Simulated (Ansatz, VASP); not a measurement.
# SnPb2O3 in VASP and in Ansatz

The input INCAR:

```
SYSTEM = SnPb2O3
ALGO     = Normal         ! electronic algorithm
EDIFF    = 1E-7           ! SCF threshold, eV
EDIFFG   = -0.04          ! ionic threshold
ENCUT    = 600            ! plane-wave cutoff, eV
GGA      = PE             ! functional
IBRION   = 2              ! ionic algorithm
ISIF     = 3              ! what is computed and relaxed
ISMEAR   = 0              ! smearing method
LASPH    = .True.         ! aspherical terms in the spheres
LCHARG   = .False.        ! write CHGCAR
LREAL    = .False.        ! projectors in reciprocal space
LWAVE    = .False.        ! write WAVECAR
NELM     = 100            ! most SCF steps
NSW      = 90             ! ionic steps
PREC     = Accurate       ! precision mode
SIGMA    = 0.1            ! smearing width, eV
```

The input KPOINTS:

```
k-points
0
Gamma
  6 6 2
  0 0 0
```

Contents of POSCAR:

```
SnPb2O3
1.0
    3.4629245171      0.0000000000      0.0000000000
    0.0000000000      3.4629245171      0.0000000000
    0.0000000000      0.0000000000      9.5230200936
Sn Pb O
1 2 3
Direct
    0.0000000000      0.0000000000      0.0000000000
    0.0000000000      0.5000000000      0.6492854850
    0.5000000000      0.0000000000      0.3507145150
    0.0000000000      0.5000000000      0.4095960614
    0.5000000000      0.0000000000      0.5904039386
    0.5000000000      0.5000000000      0.0000000000
```

Input for Ansatz:

```yaml
crystal:
  lattice:
    - [3.4629245171, 0.0, 0.0]
    - [0.0, 3.4629245171, 0.0]
    - [0.0, 0.0, 9.5230200936]
  atoms:
    - { symbol: Sn, position: [0.0, 0.0, 0.0] }
    - { symbol: Pb, position: [0.0, 0.5, 0.649285485] }
    - { symbol: Pb, position: [0.5, 0.0, 0.350714515] }
    - { symbol: O, position: [0.0, 0.5, 0.4095960614] }
    - { symbol: O, position: [0.5, 0.0, 0.5904039386] }
    - { symbol: O, position: [0.5, 0.5, 0.0] }
basis:
  ecutwfc: 420
kpoints:
  mp_grid: { grid: [6, 6, 2] }
hamiltonian:
  xc: pbe
scf:
  occupations: { method: gaussian, width: 0.1 }
  lower_state_search: "off"
output:
  forces: true
  stress: true
  eigenvalues: true
relax:
  adjacent_minimum: "off"
  f_tol: 0.04
  max_steps: 70
  cell: { stress_tol: 0.4 }
```

Change from the starting cell: species swapped into the Ti2CuSb3 type (P-4m2, No. 115).

Alike in both runs: task relaxation of cell and atoms; functional PBE; k mesh 6 × 6 × 2; occupations gaussian, width 0.1 eV; no spin polarisation.

|  | VASP | Ansatz |
| --- | --- | --- |
| version | VASP 6.6.1 | Ansatz 0.2.0 |
| potentials or method | VASP PAW PBE potentials, release 64 (Sn_d, Pb_d, O), cutoff 600 eV | scalar-relativistic, plane waves, PAW |
| valence electrons in the cell | 60 | 60 |

|  | VASP | Ansatz | Ansatz less VASP |
| --- | --- | --- | --- |
| gap on the k mesh at the Fermi level, each at its own relaxed structure (eV) | 0.14 | 0.15 | +0.010 |
| relaxed volume (Å³/atom) | 19.15 | 19.47 | +0.322 |
| relaxed length of the cell vector where the two differ most in proportion (Å) | 9.552 | 9.716 | +0.1639 |

Spin-orbit coupling is off throughout.
